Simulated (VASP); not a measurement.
A run of VASP 6.6.1 is set up as follows.

File POSCAR:

```
HfVF6
1.0
    0.0000000000      4.0209999700      4.0209999700
    4.0209999700      0.0000000000      4.0209999700
    4.0209999700      4.0209999700      0.0000000000
Hf V F
1 1 6
Direct
    0.0000000000      0.0000000000      0.0000000000
    0.5000000000      0.5000000000      0.5000000000
    0.2449100000      0.2449100000      0.7550900000
    0.7550900000      0.7550900000      0.2449100000
    0.7550900000      0.2449100000      0.2449100000
    0.2449100000      0.7550900000      0.7550900000
    0.2449100000      0.7550900000      0.2449100000
    0.7550900000      0.2449100000      0.7550900000
```

File INCAR.step1:

```
SYSTEM = HfVF6
PREC = Accurate
ENCUT = 520
ISMEAR = 0
SIGMA = 0.05
LREAL = .False.
LASPH = .True.
NELM = 150
ISPIN = 2
MAGMOM = 0 3 0 0 0 0 0 0
LMAXMIX = 4
LDAU = .True.
LDAUTYPE = 2
LDAUL = -1 2 -1
LDAUU = 0 4 0
LDAUJ = 0 0 0
NBANDS = 46
GGA = PE
ALGO = Normal
EDIFF = 1E-4
LWAVE = .True.
LCHARG = .False.
```

File INCAR.step2:

```
SYSTEM = HfVF6
PREC = Accurate
ENCUT = 520
EDIFF = 1E-7
ISMEAR = 0
SIGMA = 0.05
LREAL = .False.
LASPH = .True.
NELM = 150
ALGO = Normal
ISIF = 2
LWAVE = .False.
LCHARG = .True.
ISPIN = 2
MAGMOM = 0 3 0 0 0 0 0 0
LORBIT = 11
LMAXMIX = 4
LDAU = .True.
LDAUTYPE = 2
LDAUL = -1 2 -1
LDAUU = 0 4 0
LDAUJ = 0 0 0
LDAUPRINT = 1
METAGGA = R2SCAN
LMIXTAU = .True.
LELF = .True.
LVHAR = .True.
NBANDS = 46
ISTART = 1
```

File KPOINTS:

```
Automatic mesh
0
Gamma
  4 4 4
  0 0 0
```

Potentials or basis: VASP PAW PBE potentials, release 64 (Hf_pv, V_sv, F).

Run with:

```sh
$ cat potpaw_PBE.64/Hf_pv/POTCAR potpaw_PBE.64/V_sv/POTCAR potpaw_PBE.64/F/POTCAR > POTCAR
$ cp INCAR.step1 INCAR
$ mpirun -np 1 vasp_std > vasp.out
$ cp INCAR.step2 INCAR
$ mpirun -np 1 vasp_std > vasp.out
```

Problem. What does it give for the pressure?

Solution. 4.8 GPa.

Problem. Estimate the site moments.

Solution. Hf +0.02; V +2.77; F +0.00 μB.

Problem. Predict the largest force.

Solution. 0.039 eV/Å.

Problem. Estimate the net moment.

Solution. 3.00 μB per cell.

Forces in eV/Å, atoms in the order of the input:
```
Hf   0.000  0.000  0.000
V    0.000  0.000  0.000
F    0.000  0.000 -0.039
F    0.000  0.000  0.039
F   -0.039  0.000  0.000
F    0.039  0.000  0.000
F    0.000 -0.039  0.000
F    0.000  0.039  0.000
```

Caveat: the PAW data sets were made with another functional, which shifts forces and pressure a little. The state reached can hang on the start; a lower one may exist.
